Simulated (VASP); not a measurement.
Wanted: the native input for a VASP 6.6.1 run.

- Task: single point
- Functional: PBEsol
- Potentials or basis: VASP PAW PBE potentials, release 64 (Ru_pv)
- Cutoff: 520 eV
- k mesh: 18 × 18 × 10
- Occupations: gaussian, width 0.1 eV
- Spin: no spin polarisation
- Dipole correction: no
- Further INCAR settings: ALGO = Normal; EDIFF = 1e-07; NBANDS = 21

The structure of Ru lies in POSCAR:

```
Ru
1.0
    2.5733869313      0.0000000000      0.0000000000
   -1.2866934656      2.2286184563      0.0000000000
    0.0000000000      0.0000000000      4.0874643704
Ru
2
Direct
    0.3333333333      0.6666666667      0.2500000000
    0.6666666667      0.3333333333      0.7500000000
```

One way to write it, as run:

INCAR

```
PREC = Accurate
ENCUT = 520
EDIFF = 1E-7
ISMEAR = 0
SIGMA = 0.1
LREAL = F
LASPH = T
NELM = 100
ALGO = Normal
ISIF = 2
LWAVE = F
LCHARG = T
GGA = PS
LELF = T
LVHAR = T
NBANDS = 21
```

KPOINTS

```
regular mesh
0
Gamma
  18 18 10
```

Potentials or basis: VASP PAW PBE potentials, release 64 (Ru_pv).

Command:

```console
$ cat potpaw_PBE.64/Ru_pv/POTCAR > POTCAR
$ mpirun -np 1 vasp_std > vasp.out
```

It gave:

```yaml
Pressure: 60.4 GPa
Band_gap_on_the_k_mesh: zero (bands 14 and 15 overlap by 3.94 eV)
```

Caveat: the cell stands under pressure; the PAW data sets were made with another functional, which shifts forces and pressure a little.

Wall time 2.2 min on 1 thread of Intel Xeon 8259CL (shared host), peak memory 0.2 GiB.
